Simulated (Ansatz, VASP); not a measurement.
Two plane-wave programs on Sn2Ge

Contents of INCAR:

```
SYSTEM = Sn2Ge
PREC     = Accurate       ! precision mode
ENCUT    = 520            ! plane-wave cutoff, eV
EDIFF    = 1E-6           ! SCF threshold, eV
ISMEAR   = 0              ! smearing method
SIGMA    = 0.1            ! smearing width, eV
LREAL    = .False.        ! projectors in reciprocal space
LASPH    = .True.         ! aspherical terms in the spheres
NELM     = 80             ! most SCF steps
ALGO     = Normal         ! electronic algorithm
ISIF     = 2              ! what is computed and relaxed
LWAVE    = .False.        ! write WAVECAR
LCHARG   = .False.        ! write CHGCAR
GGA      = PE             ! functional
NBANDS   = 28             ! bands
```

KPOINTS

```
regular mesh
0
Gamma
  6 6 6
  0 0 0
```

POSCAR

```
Sn2Ge
1.0
   -1.6441613700      2.3251953100      4.9324841100
    1.6441613700     -2.3251953100      4.9324841100
    1.6441613700      2.3251953100     -4.9324841100
Sn Ge
2 1
Direct
    0.1666666700      0.1666666700      0.0000000000
    0.8333333300      0.8333333300      0.0000000000
    0.5000000000      0.5000000000      0.0000000000
```

Input for Ansatz:

```yaml
crystal:
  lattice:
    - [-1.64416137, 2.32519531, 4.93248411]
    - [1.64416137, -2.32519531, 4.93248411]
    - [1.64416137, 2.32519531, -4.93248411]
  atoms:
    - { symbol: Sn, position: [0.16666667, 0.16666667, 0.0] }
    - { symbol: Sn, position: [0.83333333, 0.83333333, 0.0] }
    - { symbol: Ge, position: [0.5, 0.5, 0.0] }
basis:
  ecutwfc: 420
kpoints:
  mp_grid: { grid: [6, 6, 6] }
hamiltonian:
  xc: pbe
scf:
  occupations: { method: gaussian, width: 0.1 }
  lower_state_search: "off"
output:
  forces: true
  stress: true
  eigenvalues: true
```

Alike in both runs: task single point; functional PBE; k mesh 6 × 6 × 6; occupations gaussian, width 0.1 eV; no spin polarisation.

|  | VASP | Ansatz |
| --- | --- | --- |
| version | VASP 6.6.1 | Ansatz 0.2.0 |
| potentials or method | VASP PAW PBE potentials, release 64 (Sn_d, Ge_d), cutoff 520 eV | scalar-relativistic, plane waves, PAW |
| valence electrons in the cell | 42 | 42 |

|  | VASP | Ansatz | Ansatz less VASP |
| --- | --- | --- | --- |
| gap on the k mesh at the Fermi level (eV) | none | none | - |
| pressure (GPa) | 0.5 | 0.7 | +0.11 |
| traceless stress, the component that is largest in VASP (GPa) | 1.26 | 1.25 | -0.003 |
| rms of the force components (eV/Å) | 0.121 | 0.122 | +0.0002 |

Atom by atom the forces differ by 0.000 eV/Å (rms over components). A gap of «none» marks a metal or a gap that the smearing closes.

The k mesh is coarse, so the values compare programs but aren't converged.
